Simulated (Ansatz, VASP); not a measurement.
**Ag: VASP beside Ansatz**

```
Ag
1.0
     0.00000    1.99966    1.99966
     1.99966    0.00000    1.99966
     1.99966    1.99966    0.00000
Ag
1
Cartesian
  0.0000 0.0000 0.0000
```

Alike in both runs: task single point; functional LDA; k mesh 13 × 13 × 13; occupations methfessel-paxton of order 1, width 0.3 eV; no spin polarisation.

```csv
,VASP,Ansatz
version,VASP 6.6.1,Ansatz 0.2.0
potentials or method,"VASP PAW LDA potentials, release 64 (Ag), cutoff 520 eV","plane waves (420 eV) with PAW, scalar-relativistic"
valence electrons in the cell,11,19
```

VASP gave:

```
pressure (GPa) : 0.1
```

Problem. Estimate Ansatz's values.

Solution. Pressure (GPa): 0.0.

Ansatz warns that its potentials were made for another functional, while VASP's fit it. LDA's correlation is that of Perdew and Zunger in VASP and of Perdew and Wang (1992) in Ansatz. VASP's potentials hold 11 valence electrons a cell and Ansatz's 19, so a difference there can come from the potentials and not from the codes.
